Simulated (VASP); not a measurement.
K: single point with PBEsol

K:

```
CELL_PARAMETERS angstrom
3.42152 0.00000 0.00000
0.00000 3.42152 0.00000
0.00000 0.00000 3.42152
ATOMIC_POSITIONS crystal
K 0.00000 0.00000 0.00000
```

This cell differs from its parent crystal: volume scaled by 0.52.

```json
{
 "Program": "VASP 6.6.1",
 "Task": "single point",
 "Functional": "PBEsol",
 "Potentials or basis": "VASP PAW PBE potentials, release 64 (K_sv)",
 "Cutoff": "520 eV",
 "k mesh": "9 × 9 × 9",
 "Occupations": "fermi-dirac, width 0.1 eV",
 "Spin": "no spin polarisation"
}
```

```json
{"Pressure": "6.0 GPa"}
```

Levels at points of the mesh, in eV from the Fermi level:
```
           k point  band 2  band 3  band 4  band 5  band 6  band 7  band 8  band 9
(0.00, 0.00, 0.00)  -15.50  -15.50  -15.50   -3.03    2.61    2.61    7.85    7.85
```

Wall time 6.2 s on 1 thread of Intel(R) Xeon(R) 6975P-C (Granite Rapids), with other jobs on the host, peak memory 0.15 GiB.

Caveat: the PAW data sets were made with another functional, which shifts forces and pressure a little.
